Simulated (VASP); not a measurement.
# InF7 (Fm-3m) in VASP: further runs, part 2 of 2

VASP 6.6.1. Earlier steps stand in the parts before.

## (3) Relaxation of cell and atoms, PBE

This run uses another cell than the first one, of 12.65 Å³/atom, 1.241 times its volume.

INCAR reads:

```
SYSTEM = InF7
PREC = Accurate
ENCUT = 600
EDIFF = 1E-7
ISMEAR = 0
SIGMA = 0.1
LREAL = .FALSE.
LASPH = .TRUE.
NELM = 100
ALGO = Normal
ISIF = 3
LWAVE = .FALSE.
LCHARG = .FALSE.
GGA = PE
IBRION = 2
NSW = 90
EDIFFG = -0.04
```

KPOINTS reads:

```
regular mesh
0
G
  4 4 4
  0 0 0
```

POSCAR reads:

```
InF7
1.0
    0.0000000000      3.6983902800      3.6983902800
    3.6983902800      0.0000000000      3.6983902800
    3.6983902800      3.6983902800      0.0000000000
In F
1 7
Direct
    0.0000000000      0.0000000000      0.0000000000
    0.0000000000      0.0000000000      0.5000000000
    0.5000000000      0.0000000000      0.5000000000
    0.0000000000      0.5000000000      0.5000000000
    0.5000000000      0.5000000000      0.0000000000
    0.0000000000      0.5000000000      0.0000000000
    0.5000000000      0.0000000000      0.0000000000
    0.5000000000      0.5000000000      0.5000000000
```

Potentials or basis: VASP PAW PBE potentials, release 64 (In_d, F).

Launch:

```console
$ cat potpaw_PBE.64/In_d/POTCAR potpaw_PBE.64/F/POTCAR > POTCAR
$ mpirun -np 1 vasp_std > vasp.out
```

OUTCAR:

```text
SYSTEM = InF7
   PREC = Accurate
   ENCUT = 600
   EDIFF = 1E-7
   ISMEAR = 0
   LREAL = .FALSE.
   LASPH = .TRUE.
   NELM = 100
   ISIF = 3
   GGA = PE
   IBRION = 2
   NSW = 90
   EDIFFG = -0.04

 ion  position               nearest neighbor table
   1  0.000  0.000  0.000-   2 2.62   6 2.62   7 2.62   2 2.62   3 2.62   4 2.62   4 2.62   5 2.62
                             6 2.62   3 2.62   5 2.62   7 2.62
   2  0.000  0.000  0.500-   1 2.62   1 2.62
   3  0.500  0.000  0.500-   1 2.62   1 2.62
   4  0.000  0.500  0.500-   1 2.62   1 2.62
   5  0.500  0.500  0.000-   1 2.62   1 2.62
   6  0.000  0.500  0.000-   1 2.62   1 2.62
   7  0.500  0.000  0.000-   1 2.62   1 2.62
   8  0.500  0.500  0.500-

  LATTYP: Found a face centered cubic cell.
 ALAT       =     7.3967805600

  Lattice vectors:

 A1 = (   0.0000000000,   3.6983902800,   3.6983902800)
 A2 = (   3.6983902800,   0.0000000000,   3.6983902800)
 A3 = (   3.6983902800,   3.6983902800,   0.0000000000)

Analysis of symmetry for initial positions (statically):
=====================================================================
 Subroutine PRICEL returns:
 Original cell was already a primitive cell.

 Routine SETGRP: Setting up the symmetry group for a
 face centered cubic supercell.

 Subroutine GETGRP returns: Found 48 space group operations
 (whereof 48 operations were pure point group operations)
 out of a pool of 48 trial point group operations.

The static configuration has the point symmetry O_h .

Analysis of symmetry for dynamics (positions and initial velocities):
=====================================================================
 Subroutine PRICEL returns:
 Original cell was already a primitive cell.

 Routine SETGRP: Setting up the symmetry group for a
 face centered cubic supercell.

 Subroutine GETGRP returns: Found 48 space group operations
 (whereof 48 operations were pure point group operations)
 out of a pool of 48 trial point group operations.

The dynamic configuration has the point symmetry O_h .

 Subroutine INISYM returns: Found 48 space group operations
 (whereof 48 operations are pure point group operations),
 and found     1 'primitive' translations

[... 83 lines left out ...]
   ISPIN  =      1    spin polarized calculation?
   LNONCOLLINEAR =      F non collinear calculations
   LSORBIT =      F    spin-orbit coupling
   LASPH  =      T    aspherical Exc in radial PAW
   ENCUT  =  600.0 eV  44.10 Ry    6.64 a.u.  10.45 10.45 10.45*2*pi/ulx,y,z
   NELM   =    100;   NELMIN=  2; NELMDL= -5     # of ELM steps
   EDIFF  = 0.1E-06   stopping-criterion for ELM
   LREAL  =      F    real-space projection
   EDIFFG = -.4E-01   stopping-criterion for IOM
   NSW    =     90    number of steps for IOM
   IBRION =      2    ionic relax: 0-MD 1-quasi-New 2-CG
   NFREE  =      1    steps in history (QN), initial steepest desc. (CG)
   ISIF   =      3    stress and relaxation
   ISYM   =      2    0-nonsym 1-usesym 2-fastsym
   POTIM  = 0.5000    time-step for ionic-motion
   TEBEG  =    0.0;   TEEND  =   0.0 temperature during run
   PSTRESS=    0.0 pullay stress
   NELECT =      62.0000    total number of electrons
   NUPDOWN=      -1.0000    fix difference up-down
   EMIN   =  10.00;   EMAX   =-10.00  energy-range for DOS
   EFERMI =   0.00;   METHOD = LEGACY
   ISMEAR =     0;   SIGMA  =   0.10  broadening in eV -4-tet -1-fermi 0-gaus
   EFERMI_NEDOS =   21; number of points for ismear=-14 and -15
   IALGO  =     38    algorithm
   IMIX   =      4    mixing-type and parameters
     AMIX     =   0.40;   BMIX     =  1.00
     AMIX_MAG =   1.60;   BMIX_MAG =  1.00
  volume/ion in A,a.u.               =      12.65        85.34
  Fermi-wavevector in a.u.,A,eV,Ry     =   1.390537  2.627735 26.308145  1.933594
  Thomas-Fermi vector in A             =   2.514463
   LORBIT       =      0    0 simple, 1 ext, 2 COOP (PROOUT), +10 PAW based schemes
   GGA     = PE    functional components
   LHFCALC =     F    Hartree Fock is set to
   AEXX    =    0.0000 exact exchange contribution
   IVDW    =     0    specifies the selected vdW correction
   LEPSILON=     F    determine dielectric tensor
   LRPA    =     F    only Hartree local field effects (RPA)
 conjugate gradient relaxation of ions
 non-spin polarized calculation
 Gauss-broadening in eV      SIGMA  =   0.10
  energy-cutoff  :      600.00
  volume of cell :      101.17
 maximum number of plane-waves:      3389
 NGX is ok and might be reduce to    42
   NGX = 21   NGY = 21   NGZ = 21

--------------------------------------- Ionic step        1  -------------------------------------------

 number of electron      62.0000055 magnetization

 Free energy of the ion-electron system (eV)
  ---------------------------------------------------
  ext. energy  EPLUGINS =         0.00000000
  ---------------------------------------------------
  free energy    TOTEN  =       -18.39780282 eV

  energy without entropy =      -18.28372118  energy(sigma->0) =      -18.34076200

 E-fermi :  -1.6216     XC(G=0):  -9.8412

 val. band max:       -1.6368787026   @ k =  -0.2500   0.2500   0.0000
 cond. band min:      -1.6166809627   @ k =   0.2500   0.0000   0.0000
 fundamental gap:      0.0201977399
 Fermi energy:        -1.6215773095
[... 770 lines left out ...]
--------------------------------------- Ionic step        4  -------------------------------------------

 number of electron      62.0000027 magnetization

 Free energy of the ion-electron system (eV)
  ---------------------------------------------------
  ext. energy  EPLUGINS =         0.00000000
  ---------------------------------------------------
  free energy    TOTEN  =       -19.37270419 eV

  energy without entropy =      -19.28064161  energy(sigma->0) =      -19.32667290

 E-fermi :   0.4691     XC(G=0): -11.0502

 val. band max:        0.4455659022   @ k =  -0.2500   0.5000   0.2500
 cond. band min:       0.4857959321   @ k =   0.2500   0.0000   0.0000
 fundamental gap:      0.0402300300
 Fermi energy:         0.4690736417
[... 353 lines left out ...]
  FREE ENERGIE OF THE ION-ELECTRON SYSTEM (eV)
  ---------------------------------------------------
  free  energy   TOTEN  =       -19.3727041893 eV

  energy  without entropy=      -19.2806416123  energy(sigma->0) =      -19.32667290

 reached required accuracy - stopping structural energy minimisation
```

OSZICAR:

```text
N       E                     dE             d eps       ncg     rms          rms(c)
DAV:   1     0.831702320148E+03    0.83170E+03   -0.35435E+04   592   0.214E+03
DAV:   2     0.632437962484E+02   -0.76846E+03   -0.74279E+03   730   0.566E+02
DAV:   3    -0.180849460893E+02   -0.81329E+02   -0.78358E+02   670   0.188E+02
[... 57 lines left out ...]
DAV:   7    -0.193727022928E+02   -0.22216E-05   -0.17235E-05   632   0.350E-02    0.109E-02
DAV:   8    -0.193727038680E+02   -0.15752E-05   -0.11331E-06   741   0.827E-03    0.657E-03
DAV:   9    -0.193727040749E+02   -0.20684E-06   -0.14393E-07   344   0.419E-03    0.121E-03
DAV:  10    -0.193727041857E+02   -0.11088E-06   -0.47501E-08   296   0.175E-03    0.110E-03
DAV:  11    -0.193727041893E+02   -0.35525E-08   -0.12596E-08   296   0.134E-03
   4 F= -.19372704E+02 E0= -.19326673E+02  d E =-.974901E+00
```

CONTCAR:

```text
InF7
   1.00000000000000
     0.0000000000000000    3.4326237920435698    3.4326237920435698
     3.4326237920435698    0.0000000000000000    3.4326237920435698
     3.4326237920435698    3.4326237920435698    0.0000000000000000
  In              F
     1     7
Direct
     0.0000000000000000    1.0000000000000000    1.0000000000000000
     1.0000000000000000    0.0000000000000000    0.5000000000000000
     0.5000000000000000    1.0000000000000000    0.5000000000000000
     1.0000000000000000    0.5000000000000000    0.5000000000000000
     0.5000000000000000    0.5000000000000000    0.0000000000000000
     0.0000000000000000    0.5000000000000000    1.0000000000000000
     0.5000000000000000    0.0000000000000000    1.0000000000000000
     0.5000000000000000    0.5000000000000000    0.5000000000000000

  0.00000000E+00  0.00000000E+00  0.00000000E+00
  0.00000000E+00  0.00000000E+00  0.00000000E+00
  0.00000000E+00  0.00000000E+00  0.00000000E+00
  0.00000000E+00  0.00000000E+00  0.00000000E+00
  0.00000000E+00  0.00000000E+00  0.00000000E+00
  0.00000000E+00  0.00000000E+00  0.00000000E+00
  0.00000000E+00  0.00000000E+00  0.00000000E+00
  0.00000000E+00  0.00000000E+00  0.00000000E+00
```

Run time: 2.2 min. Hardware: 1 thread of AMD EPYC 9R14 (Zen 4), shared host; peak memory 0.25 GiB.

Results:

```
Free energy                            : -19.3727 eV
Relaxed volume                         : 10.11 Å³/atom
Relaxed cell                           : a = 4.854 Å, b = 4.854 Å, c = 4.854 Å, α = 60.00°, β = 60.00°, γ = 60.00°
Space group after relaxing (to 0.05 Å) : Fm-3m (No. 225)
Energy gained by relaxing              : 121.9 meV/atom
Ionic steps                            : 4
Pressure after relaxing                : 0.1 GPa
Band gap on the k mesh                 : zero (band 31 reaches 0.85 eV, above the bottom of band 32 at 0.40 eV)
```

Step by step:
```csv
step,energy change (eV),largest force (eV/Å),pressure (GPa),volume (Å³)
1,0.0000,0.0000,-12.12,101.17
2,-0.8253,0.0000,-6.49,87.80
3,-0.9729,0.0000,-0.88,81.75
4,-0.9749,0.0000,0.14,80.89
```

Final structure:
```cif
data_structure
_symmetry_space_group_name_H-M 'P 1'
_symmetry_Int_Tables_number 1
_cell_length_a 4.8545
_cell_length_b 4.8545
_cell_length_c 4.8545
_cell_angle_alpha 60.000
_cell_angle_beta 60.000
_cell_angle_gamma 60.000
_cell_volume 80.89
loop_
_atom_site_label
_atom_site_type_symbol
_atom_site_fract_x
_atom_site_fract_y
_atom_site_fract_z
_atom_site_occupancy
In1 In 0.00000 0.00000 0.00000 1
F1 F 0.00000 0.00000 0.50000 1
F2 F 0.50000 0.00000 0.50000 1
F3 F 0.00000 0.50000 0.50000 1
F4 F 0.50000 0.50000 0.00000 1
F5 F 0.00000 0.50000 0.00000 1
F6 F 0.50000 0.00000 0.00000 1
F7 F 0.50000 0.50000 0.50000 1
```

Caveat: the k points lie up to 0.40 Å⁻¹ apart in the final cell; the volume moved by over 15 % at a fixed basis, so the end points are rough; spin-orbit coupling is left out, which moves the levels of the heavy elements.

## (4) Single point, PBE

This run uses another cell than the first one, of 12.65 Å³/atom, 1.241 times its volume.

INCAR reads:

```
SYSTEM = InF7
PREC = Accurate
ENCUT = 520
EDIFF = 1E-7
ISMEAR = 0
SIGMA = 0.1
LREAL = .False.
LASPH = .True.
NELM = 100
ALGO = Normal
ISIF = 2
LWAVE = .False.
LCHARG = .False.
GGA = PE
NBANDS = 41
```

KPOINTS reads:

```
Automatic mesh
0
Gamma
  4 4 4
  0 0 0
```

POSCAR is that of step 3.

Launch:

```console
$ cat potpaw_PBE.64/In_d/POTCAR potpaw_PBE.64/F/POTCAR > POTCAR
$ mpirun -np 1 vasp_std > vasp.out
```

It took 54 s on 1 thread of AMD EPYC 9R14 (Zen 4), shared host; peak memory 0.21 GiB.

It converged, with:

- Free energy: -18.3945 eV
- Pressure: -12.1 GPa
- Band gap on the k mesh: zero (band 31 reaches -1.55 eV, above the bottom of band 32 at -1.67 eV)

Levels at points of the mesh, in eV from the Fermi level:
```csv
k point,band 27,band 28,band 29,band 30,band 31,band 32,band 33,band 34,band 35,band 36
"(0.00, 0.00, 0.00)",-0.07,-0.07,0.01,0.07,0.07,0.26,0.26,0.26,10.43,10.43
"(0.50, 0.00, 0.00)",-0.34,-0.34,-0.25,-0.03,-0.03,0.17,0.17,2.47,7.70,9.60
"(0.50, 0.50, 0.00)",-0.83,-0.20,-0.20,-0.09,-0.05,-0.05,0.06,3.03,7.64,9.03
```

Caveat: the k points lie up to 0.37 Å⁻¹ apart; spin-orbit coupling is left out, which moves the levels of the heavy elements.

## (5) Overview

| task | cell | cutoff (eV) | gap on the mesh (eV) | pressure (GPa) |
| --- | --- | --- | --- | --- |
| single point | a = 4.868 Å, angles 60.0°, 8 atoms | 520 | none | -0.4 |
| relaxation of cell and atoms | relaxed from a = 5.230 Å, angles 60.0°, 8 atoms | 600 | none | 0.1 |
| single point | a = 5.230 Å, angles 60.0°, 8 atoms | 520 | none | -12.1 |

Alike in all rows: level PBE; potentials or basis VASP PAW PBE potentials, release 64 (In_d, F); no spin polarisation; k mesh 4 × 4 × 4; smearing gaussian 0.1 eV.

Caveats: all runs use coarse meshes; spin-orbit coupling is left out, which moves the levels of the heavy elements; the volume moved by over 15 % at a fixed basis, so the end points are rough (some runs).

Total energies depend on the potentials used, so only differences within one code and one set of settings carry meaning.
